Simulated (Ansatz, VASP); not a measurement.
# Ga4Sb3P in VASP and in Ansatz

```
P Ga Sb
1.0
     5.96131    0.00000    0.00000
     0.00000    5.96131    0.00000
     0.00000    0.00000    5.96131
P Ga Sb
1 4 3
Cartesian
  0.0000 0.0000 0.0000
  4.5528 4.5528 4.5528
  1.4086 1.4086 4.5528
  1.4086 4.5528 1.4086
  4.5528 1.4086 1.4086
  2.9807 2.9807 0.0000
  2.9807 0.0000 2.9807
  0.0000 2.9807 2.9807
```

Alike in both runs: task single point; functional r2SCAN; k mesh 4 × 4 × 4; occupations fermi-dirac, width 0.02 eV; no spin polarisation.

|  | VASP | Ansatz |
| --- | --- | --- |
| version | VASP 6.6.1 | Ansatz 0.2.0 |
| potentials or method | VASP PAW PBE potentials, release 64 (P, Ga_d, Sb) | plane waves, PAW |
| plane-wave cutoff (eV) | 520 | 500 |
| valence electrons in the cell | 72 | 102 |

```tsv
	VASP	Ansatz	Ansatz less VASP
pressure (GPa)	0.1	0.0	-0.10
rms of the force components (eV/Å)	0.005	0.000	-0.0045
```

VASP's potentials were made for PBE, not for r2SCAN. The functional is the same, so the differences come from potentials, cutoffs and numerics. VASP's potentials hold 72 valence electrons a cell and Ansatz's 102, so a difference there can come from the potentials and not from the codes.

Neither program's run includes spin-orbit coupling.
